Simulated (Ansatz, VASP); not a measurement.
One calculation of Co, two programs

Contents of INCAR:

```
SYSTEM = Co
PREC = Accurate ; ENCUT = 600
EDIFF = 1E-6 ; ISMEAR = 0
SIGMA = 0.1 ; LREAL = .False.
LASPH = .True. ; NELM = 200
ALGO = Normal ; ISIF = 2
LWAVE = .False. ; LCHARG = .True.
ISPIN = 2 ; MAGMOM = 3
LORBIT = 11 ; LMAXMIX = 4
GGA = PE ; LELF = .True.
LVHAR = .True. ; NBANDS = 18
GGA_COMPAT = .False.
```

KPOINTS

```
regular mesh
0
Gamma
  10 10 10
  0 0 0
```

File POSCAR:

```
Co
1.0
   -1.4302440545      1.4302440545      1.3372142032
    1.4302440545     -1.4302440545      1.3372142032
    1.4302440545      1.4302440545     -1.3372142032
Co
1
Direct
    0.0000000000      0.0000000000      0.0000000000
```

Input for Ansatz:

```yaml
crystal:
  lattice:
    - [-1.4302440545, 1.4302440545, 1.3372142032]
    - [1.4302440545, -1.4302440545, 1.3372142032]
    - [1.4302440545, 1.4302440545, -1.3372142032]
  atoms:
    - { symbol: Co, position: [0.0, 0.0, 0.0], spin: 3.0 }
basis:
  ecutwfc: 420
kpoints:
  mp_grid: { grid: [10, 10, 10] }
hamiltonian:
  xc: pbe
scf:
  occupations: { method: gaussian, width: 0.1 }
  lower_state_search: "off"
output:
  forces: true
  stress: true
  eigenvalues: true
  populations: true
magnetization:
  spin_polarized: true
```

Alike in both runs: task single point; functional PBE; k mesh 10 × 10 × 10; occupations gaussian, width 0.1 eV; collinear spin.

```csv
,VASP,Ansatz
version,VASP 6.6.1,Ansatz 0.2.0
potentials or method,"VASP PAW PBE potentials, release 64 (Co_sv), cutoff 600 eV","scalar-relativistic, plane waves, PAW"
valence electrons in the cell,17,17
```

VASP gave:

- gap on the k mesh at the Fermi level (eV): none
- pressure (GPa): -0.5
- traceless stress, the component that is largest in VASP (GPa): -1.12
- net moment per atom (μB): 1.77
- size of the moment on the site where the two differ most (μB): 1.82

Question: Which values does Ansatz return?

Answer: gap on the k mesh at the Fermi level (eV): none; pressure (GPa): 3.4; traceless stress, the component that is largest in VASP (GPa): -1.09; net moment per atom (μB): 1.77; size of the moment on the site where the two differ most (μB): 1.83.

Site moments also hang on the region over which each program counts them. A gap of «none» marks a metal or a gap that the smearing closes. With one functional, cell and mesh, what is left measures potentials, basis and numerics.
